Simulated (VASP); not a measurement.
Sr: single point with LDA

Sr:

```
Sr
1.0
     0.00000    3.02193    3.02193
     3.02193    0.00000    3.02193
     3.02193    3.02193    0.00000
Sr
1
Cartesian
  0.0000 0.0000 0.0000
```

| Item | Value |
| --- | --- |
| Program | VASP 6.6.1 |
| Task | single point |
| Functional | LDA |
| Potentials or basis | VASP PAW LDA potentials, release 64 (Sr_sv) |
| Cutoff | 520 eV |
| k mesh | 8 × 8 × 8 |
| Occupations | fermi-dirac, width 0.05 eV |
| Spin | no spin polarisation |
| Dipole correction | no |
| Further INCAR settings | ALGO = Normal; EDIFF = 1e-06; NBANDS = 11 |

The pressure is -1.4 GPa and the band gap on the k mesh is zero (band 5 reaches 1.48 eV, above the bottom of band 6 at 1.46 eV).

Levels at points of the mesh, in eV from the Fermi level:
```
           k point  band 1  band 2  band 3  band 4  band 5  band 6  band 7  band 8  band 9  band 10
(0.00, 0.00, 0.00)  -36.47  -18.45  -18.45  -18.45   -3.65    2.24    2.24    2.24    3.68     3.68
(0.50, 0.00, 0.00)  -36.45  -18.65  -18.48  -18.48   -1.17    0.13    2.09    2.09    4.72     4.72
(0.50, 0.50, 0.00)  -36.45  -18.64  -18.52  -18.52   -0.66    0.29    1.09    4.73    5.02     5.02
```

Run time: 9.9 s on 1 thread of AMD EPYC 7R13 Processor (Zen 3) (shared host), peak memory 0.13 GiB.
